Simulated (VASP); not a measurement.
A run of VASP 6.6.1:

File INCAR:

```
ALGO = Normal
EDIFF = 1E-6
ENCUT = 520
GGA = RP
ISIF = 2
ISMEAR = -1
ISPIN = 2
LASPH = T
LCHARG = T
LELF = T
LMAXMIX = 4
LORBIT = 11
LREAL = F
LVHAR = T
LWAVE = F
MAGMOM = 3
NBANDS = 14
NELM = 150
PREC = Accurate
SIGMA = 0.05
```

The input KPOINTS:

```
k-points
0
Gamma
  13 13 13
```

File POSCAR:

```
Fe
1.0
   -1.4291592789      1.4291592789      1.4291592789
    1.4291592789     -1.4291592789      1.4291592789
    1.4291592789      1.4291592789     -1.4291592789
Fe
1
Direct
    0.0000000000      0.0000000000      0.0000000000
```

Potentials or basis: VASP PAW PBE potentials, release 64 (Fe).

Command:

```sh
$ cat potpaw_PBE.64/Fe/POTCAR > POTCAR
$ mpirun -np 1 vasp_std > vasp.out
```

Hardware: 1 thread of Intel(R) Xeon(R) 6975P-C (Granite Rapids), with other jobs on the host.

Q: Estimate the wall time of this run.

A: Run time: 12 s on 1 thread of Intel(R) Xeon(R) 6975P-C (Granite Rapids), with other jobs on the host, peak memory 0.13 GiB. Counts: scf iterations 12, k points 84.
